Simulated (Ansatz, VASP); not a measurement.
**MoSe in VASP and in Ansatz**

File INCAR:

```
  PREC = Accurate
  ENCUT = 520
  EDIFF = 1E-6
  ISMEAR = 0
  SIGMA = 0.05
  LREAL = F
  LASPH = T
  NELM = 150
  ALGO = Normal
  ISIF = 2
  LWAVE = F
  LCHARG = F
  ISPIN = 2
  MAGMOM = 3 3 0 0
  LORBIT = 11
  LMAXMIX = 4
  GGA = PE
  NBANDS = 32
```

KPOINTS

```
regular mesh
0
Gamma
  10 10 6
```

File POSCAR:

```
MoSe
1.0
    4.0730809121      0.0000000000      0.0000000000
   -2.0365404561      3.5273915416      0.0000000000
    0.0000000000      0.0000000000      5.0985318699
Mo Se
2 2
Direct
    0.0000000000      0.0000000000      0.0000000000
    0.0000000000      0.0000000000      0.5000000000
    0.3333333333      0.6666666667      0.2500000000
    0.6666666667      0.3333333333      0.7500000000
```

Input for Ansatz:

```yaml
crystal:
  lattice:
    - [4.07308091213, 2.886750452394e-11, 0.0]
    - [-2.03654045609, 3.52739154156, 0.0]
    - [0.0, 0.0, 5.0985318699]
  atoms:
    - { symbol: Mo, position: [0.0, 0.0, 0.0], spin: 3.0 }
    - { symbol: Mo, position: [0.0, 0.0, 0.5], spin: 3.0 }
    - { symbol: Se, position: [0.3333333333333, 0.6666666666667, 0.25] }
    - { symbol: Se, position: [0.6666666666667, 0.3333333333333, 0.75] }
basis:
  ecutwfc: 420
  ecutrho_ratio: 4
kpoints:
  mp_grid: { grid: [10, 10, 6] }
hamiltonian:
  xc: pbe
scf:
  occupations: { method: gaussian, width: 0.05 }
  algorithm: density_mixing
output:
  forces: true
  stress: true
magnetization:
  spin_polarized: true
```

Alike in both runs: task single point; functional PBE; k mesh 10 × 10 × 6; occupations gaussian, width 0.05 eV; collinear spin.

|  | VASP | Ansatz |
| --- | --- | --- |
| version | VASP 6.6.1 | Ansatz 0.2.0 |
| potentials or method | VASP PAW PBE potentials, release 64 (Mo_sv, Se), cutoff 520 eV | scalar-relativistic, plane waves, PAW |
| valence electrons in the cell | 40 | 60 |

VASP gave:

* pressure (GPa): 0.3
* traceless stress, the component that is largest in VASP (GPa): 0.09
* net moment per atom (μB): 0.00

**Question.** Which values does Ansatz return?

**Answer.** Pressure (GPa): 0.0; traceless stress, the component that is largest in VASP (GPa): 0.00; net moment per atom (μB): 0.00.

VASP's potentials hold 40 valence electrons a cell and Ansatz's 60, so a difference there can come from the potentials and not from the codes. Ansatz's warnings: seeded moment not kept.
